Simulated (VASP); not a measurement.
Crystal: MgCd2S3.

```
Mg Cd S
1.0
     6.52053    0.00000    0.00000
    -3.26026    5.64694    0.00000
     0.00000    0.00000    3.59840
Mg Cd S
1 2 3
Direct
  0.00000 0.00000 0.00000
  0.33333 0.66667 0.00000
  0.66667 0.33333 0.00000
  0.50000 0.00000 0.50000
  0.50000 0.50000 0.50000
  0.00000 0.50000 0.50000
```

The cell was built from a structure type or drawn by symmetry, and may not be a known phase.

| Property | Result |
| --- | --- |
| Program | VASP 6.6.1 |
| Task | relaxation of cell and atoms |
| Functional | PBE |
| Potentials or basis | VASP PAW PBE potentials, release 64 (Mg, Cd, S) |
| Cutoff | 600 eV |
| k mesh | 3 × 3 × 6 |
| Occupations | gaussian, width 0.1 eV |
| Spin | no spin polarisation |

At the start: pressure 6.0 GPa; volume 22.08 Å³/atom.

Question: Where does the relaxation end?

Answer: Over 11 steps the energy falls by 67.3 meV/atom and the volume is 25.03 Å³/atom (+13.3 %); space group P6/mmm (No. 191, to 0.1 Å) before and after.

Step by step:
```csv
step,energy change (eV),largest force (eV/Å),pressure (GPa),volume (Å³)
1,0.0000,0.0000,6.00,132.50
2,-0.2558,0.0000,-0.91,148.99
3,-0.2593,0.0000,-0.31,147.08
4,-0.3078,0.0000,-0.22,147.64
5,-0.3926,0.0000,0.08,148.75
6,-0.4000,0.0000,0.24,148.97
7,-0.3883,0.0000,0.68,149.28
8,-0.4030,0.0000,0.36,149.09
9,-0.4028,0.0000,0.39,149.12
10,-0.4020,0.0000,-0.38,151.58
11,-0.4039,0.0000,0.05,150.17
```

Final structure:
```
Mg Cd S
1.0
     7.16001    0.00000    0.00000
    -3.58000    6.20075    0.00000
     0.00000    0.00000    3.38249
Mg Cd S
1 2 3
Direct
  0.00000 0.00000 0.00000
  0.33333 0.66667 0.00000
  0.66667 0.33333 0.00000
  0.50000 0.00000 0.50000
  0.50000 0.50000 0.50000
  0.00000 0.50000 0.50000
```

Caveat: the k points lie up to 0.34 Å⁻¹ apart in the final cell, too coarse for converged energies and pressures of a metal.
